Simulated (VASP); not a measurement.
Write the native input for VASP 6.6.1 that does the following.

```
Task                   : relaxation of cell and atoms
Functional             : LDA
Potentials or basis    : VASP PAW LDA potentials, release 64 (Au)
Cutoff                 : 600 eV
k mesh                 : 16 × 16 × 15
Occupations            : fermi-dirac, width 0.1 eV
Spin                   : no spin polarisation
Target pressure        : 23 GPa
Dipole correction      : no
Further INCAR settings : ALGO = Normal; EDIFF = 1e-07; IBRION = 2; EDIFFG = -0.005; NSW = 32; ISIF = 3
```

The structure of Au lies in POSCAR:

```
Au
1.0
    2.6638763739      0.0000000000      0.0000000000
   -1.3319381869      2.3069846123      0.0000000000
    0.0000000000      0.0000000000      2.6161614327
Au
1
Direct
    0.0000000000      0.0000000000      0.0000000000
```

These files were run (other wordings do the same):

INCAR

```
SYSTEM = Au
PREC     = Accurate       ! precision mode
ENCUT    = 600            ! plane-wave cutoff, eV
EDIFF    = 1E-7           ! SCF threshold, eV
ISMEAR   = -1             ! smearing method
SIGMA    = 0.1            ! smearing width, eV
LREAL    = .False.        ! projectors in reciprocal space
LASPH    = .True.         ! aspherical terms in the spheres
NELM     = 80             ! most SCF steps
ALGO     = Normal         ! electronic algorithm
ISIF     = 3              ! what is computed and relaxed
LWAVE    = .False.        ! write WAVECAR
LCHARG   = .False.        ! write CHGCAR
IBRION   = 2              ! ionic algorithm
NSW      = 32             ! ionic steps
EDIFFG   = -0.005         ! ionic threshold
PSTRESS  = 230.0
```

KPOINTS

```
regular mesh
0
Gamma
  16 16 15
  0 0 0
```

Potentials or basis: VASP PAW LDA potentials, release 64 (Au).

The run is started by

```console
$ cat potpaw_LDA.64/Au/POTCAR > POTCAR
$ mpirun -np 1 vasp_std > vasp.out
```

It gave:

* Relaxed volume: 16.12 Å³/atom
* Relaxed cell: a = 2.667 Å, b = 2.667 Å, c = 2.618 Å, α = 90.00°, β = 90.00°, γ = 120.00°
* Space group after relaxing (to 0.05 Å): P6/mmm (No. 191)
* Energy change on relaxing (the enthalpy is what falls): -6.1 meV/atom
* Ionic steps: 3
* Pressure after relaxing: 23.0 GPa

Caveat: the cell is relaxed towards a set pressure, so the enthalpy falls and the energy may rise.

Run time: 39 s on 1 thread of AMD EPYC 9R45 96-Core Processor (Zen 5), with other jobs on the host, peak memory 0.15 GiB.
